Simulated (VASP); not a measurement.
Runs of VASP 6.6.1 on SiO2. The structure is that of space group P6_422 (No. 181), or close to it. The cells are those of the table. 

| cell | gap on the mesh (eV) | pressure (GPa) | largest force (eV/Å) |
| --- | --- | --- | --- |
| a = 4.984, b = 4.984, c = 5.624 Å, angles 90.0, 90.0, 120.0°, 9 atoms | (b) | 3.1 | 0.15 |
| a = 5.060, b = 5.060, c = 5.458 Å, angles 90.0, 90.0, 120.0°, 9 atoms | (a) | 3.1 | 0.09 |
| a = 5.136, b = 5.136, c = 5.375 Å, angles 90.0, 90.0, 120.0°, 9 atoms | 6.28 | 0.1 | 0.06 |
| a = 5.060, b = 5.060, c = 5.624 Å, angles 90.0, 90.0, 120.0°, 9 atoms | 6.20 | -2.6 | 0.11 |
| a = 5.060, b = 5.060, c = 5.375 Å, angles 90.0, 90.0, 120.0°, 9 atoms | 6.44 | 6.2 | 0.20 |
| a = 4.984, b = 4.984, c = 5.707 Å, angles 90.0, 90.0, 120.0°, 9 atoms | 6.22 | 0.0 | 0.04 |
| a = 4.984, b = 4.984, c = 5.541 Å, angles 90.0, 90.0, 120.0°, 9 atoms | (c) | 6.2 | 0.26 |

Alike in all rows: task single point; level r2SCAN; potentials or basis VASP PAW PBE potentials, release 64 (Si, O); no spin polarisation; k mesh 6 × 6 × 4; cutoff (eV) 520; smearing gaussian 0.05 eV.

Problem. Fill in the values left out.

Solution. (a) 6.37; (b) 6.33; (c) 6.43.

Caveats: the PAW data sets were made with another functional, which shifts forces and pressure a little.

A k mesh can miss the band edges.
